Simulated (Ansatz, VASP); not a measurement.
## BaZrO3: VASP beside Ansatz

```
CELL_PARAMETERS angstrom
4.22721 0.00000 0.00000
0.00000 4.22721 0.00000
0.00000 0.00000 4.22721
ATOMIC_POSITIONS crystal
Ba 0.00000 0.00000 0.00000
Zr 0.50000 0.50000 0.50000
O 0.50000 0.50000 0.00000
O 0.00000 0.50000 0.50000
O 0.50000 0.00000 0.50000
```

Alike in both runs: functional PBE; k mesh 6 × 6 × 6; occupations gaussian, width 0.02 eV; no spin polarisation.

Ansatz relaxed the structure, and its values are those at the end. VASP's run is a single point on that final structure, the one shown.

```csv
,VASP,Ansatz
version,VASP 6.6.1,Ansatz 0.2.0
potentials or method,"VASP PAW PBE potentials, release 64 (Ba_sv, Zr_sv, O), cutoff 600 eV","scalar-relativistic, plane waves, PAW"
valence electrons in the cell,40,40
```

|  | VASP | Ansatz | Ansatz less VASP |
| --- | --- | --- | --- |
| gap on the k mesh at the Fermi level (eV) | 3.13 | 3.19 | +0.053 |
| least direct gap on the mesh (eV) | 3.38 | 3.41 | +0.022 |
| pressure (GPa) | 0.8 | 0.0 | -0.79 |

Spin-orbit coupling is off throughout.
